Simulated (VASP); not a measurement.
Here is a VASP 6.6.1 calculation.

INCAR

```
SYSTEM = BAs
ALGO = Normal
EDIFF = 1E-7
EDIFFG = -0.01
ENCUT = 600
GGA = PE
IBRION = 2
ISIF = 3
ISMEAR = 0
LASPH = .True.
LCHARG = .False.
LREAL = .False.
LWAVE = .False.
NELM = 80
NSW = 100
PREC = Accurate
SIGMA = 0.02
```

The input KPOINTS:

```
k-points
0
Gamma
  10 10 10
  0 0 0
```

POSCAR

```
BAs
1.0
    0.0000000000      2.4044490725      2.4044490725
    2.4044490725      0.0000000000      2.4044490725
    2.4044490725      2.4044490725      0.0000000000
B As
1 1
Direct
    0.2500000000      0.2500000000      0.2500000000
    0.5000000000      0.5000000000      0.5000000000
```

Potentials or basis: VASP PAW PBE potentials, release 64 (B, As).

Run with:

```bash
$ cat potpaw_PBE.64/B/POTCAR potpaw_PBE.64/As/POTCAR > POTCAR
$ mpirun -np 1 vasp_std > vasp.out
```

(1) Estimate the relaxed volume.

(2) What does it give for the band gap on the k mesh?

(3) Predict the space group after relaxing (to 0.1 Å).

## Answers

(1) 13.97 Å³/atom.

(2) 1.20 eV (least direct gap 3.25 eV).

(3) F-43m (No. 216).
